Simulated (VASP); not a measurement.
Wanted: the native input for a VASP 6.6.1 run.

| Quantity | Value |
| --- | --- |
| Task | relaxation of cell and atoms |
| Functional | PBE |
| Potentials or basis | VASP PAW PBE potentials, release 64 (Ti_sv, W_sv) |
| Cutoff | 600 eV |
| k mesh | 6 × 6 × 4 |
| Occupations | gaussian, width 0.1 eV |
| Spin | no spin polarisation |
| Dipole correction | no |
| Further INCAR settings | ALGO = Normal; EDIFF = 1e-06; IBRION = 2; EDIFFG = -0.04; NSW = 90; ISIF = 3 |

The structure of TiW3 lies in POSCAR:

```
TiW3
1.0
    3.8398430500      0.0000000000      0.0000000000
   -1.9199215300      3.3254016300      0.0000000000
    0.0000000000      0.0000000000      5.4540119800
Ti W
1 3
Direct
    0.0000000000      0.0000000000      0.5000000000
    0.3333333300      0.6666666700      0.5000000000
    0.6666666700      0.3333333300      0.5000000000
    0.0000000000      0.0000000000      0.0000000000
```

One way to write it, as run:

INCAR

```
SYSTEM = TiW3
ALGO = Normal
EDIFF = 1E-6
EDIFFG = -0.04
ENCUT = 600
GGA = PE
IBRION = 2
ISIF = 3
ISMEAR = 0
LASPH = .True.
LCHARG = .False.
LREAL = .False.
LWAVE = .False.
NELM = 60
NSW = 90
PREC = Accurate
SIGMA = 0.1
```

KPOINTS

```
k-points
0
Gamma
  6 6 4
  0 0 0
```

Potentials or basis: VASP PAW PBE potentials, release 64 (Ti_sv, W_sv).

Launch:

```console
$ cat potpaw_PBE.64/Ti_sv/POTCAR potpaw_PBE.64/W_sv/POTCAR > POTCAR
$ mpirun -np 1 vasp_std > vasp.out
```

It gave:

```yaml
Relaxed_volume: 20.58 Å³/atom
Relaxed_cell: a = 4.549 Å, b = 4.549 Å, c = 4.594 Å, α = 90.00°, β = 90.00°, γ = 120.00°
Space_group_after_relaxing_to_0.05_Å: P6/mmm (No. 191)
Energy_gained_by_relaxing: 2284.3 meV/atom
Ionic_steps: 7
Pressure_after_relaxing: 0.2 GPa
Band_gap_on_the_k_mesh: zero (band 27 reaches 7.70 eV, above the bottom of band 28 at 6.83 eV)
```

Caveat: the volume moved by over 15 % at a fixed basis, so the end points are rough; spin-orbit coupling is left out, which moves the levels of the heavy elements.

Run time: 7.6 min on 1 thread of Intel Xeon 6975P-C, with other jobs on the host, peak memory 0.26 GiB.
